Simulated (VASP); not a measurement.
Set up this calculation in VASP 6.6.1, as the native input.

| Property | Result |
| --- | --- |
| Task | single point |
| Functional | RPBE |
| Dispersion | D4 |
| Potentials or basis | VASP PAW PBE potentials, release 64 (V_sv, N) |
| Cutoff | 600 eV |
| k mesh | 10 × 10 × 10 |
| Occupations | gaussian, width 0.05 eV |
| Spin | collinear spin, ferromagnetic start |
| Starting moments | [0.05, 0.0] μB |
| Dipole correction | no |
| Further INCAR settings | ALGO = Normal; EDIFF = 1e-06; NBANDS = 20 |

The structure of VN lies in POSCAR:

```
VN
1.0
    0.0000000000      2.0146457733      2.0146457733
    2.0146457733      0.0000000000      2.0146457733
    2.0146457733      2.0146457733      0.0000000000
V N
1 1
Direct
    0.0000000000      0.0000000000      0.0000000000
    0.5000000000      0.5000000000      0.5000000000
```

This cell differs from its parent crystal: volume scaled by 0.98.

The input as run:

INCAR

```
SYSTEM = VN
PREC = Accurate ; ENCUT = 600
EDIFF = 1E-6 ; ISMEAR = 0
SIGMA = 0.05 ; LREAL = .FALSE.
LASPH = .TRUE. ; NELM = 200
ALGO = Normal ; ISIF = 2
LWAVE = .FALSE. ; LCHARG = .FALSE.
ISPIN = 2 ; MAGMOM = 0.05 0
LORBIT = 11 ; LMAXMIX = 4
GGA = RP ; IVDW = 13
NBANDS = 20 ; GGA_COMPAT = .FALSE.
```

KPOINTS

```
regular mesh
0
G
  10 10 10
  0 0 0
```

Potentials or basis: VASP PAW PBE potentials, release 64 (V_sv, N).

The run is started by

```bash
$ cat potpaw_PBE.64/V_sv/POTCAR potpaw_PBE.64/N/POTCAR > POTCAR
$ mpirun -np 1 vasp_std > vasp.out
```

Results of the run:

- Pressure: 8.1 GPa
- Band gap on the k mesh: zero (filled and empty bands overlap)
- Net moment: 0.00 μB per cell
- Valence electrons inside the program's atomic spheres: V 11.82; N 3.81
- Dispersion energy per atom: -0.853 eV

Caveat: the PAW data sets were made with another functional, which shifts forces and pressure a little; pairwise dispersion overbinds metals, which lowers pressure and volume.

It took 18 s on 1 thread of Intel Xeon 6975P-C, with other jobs on the host, peak memory 0.17 GiB.
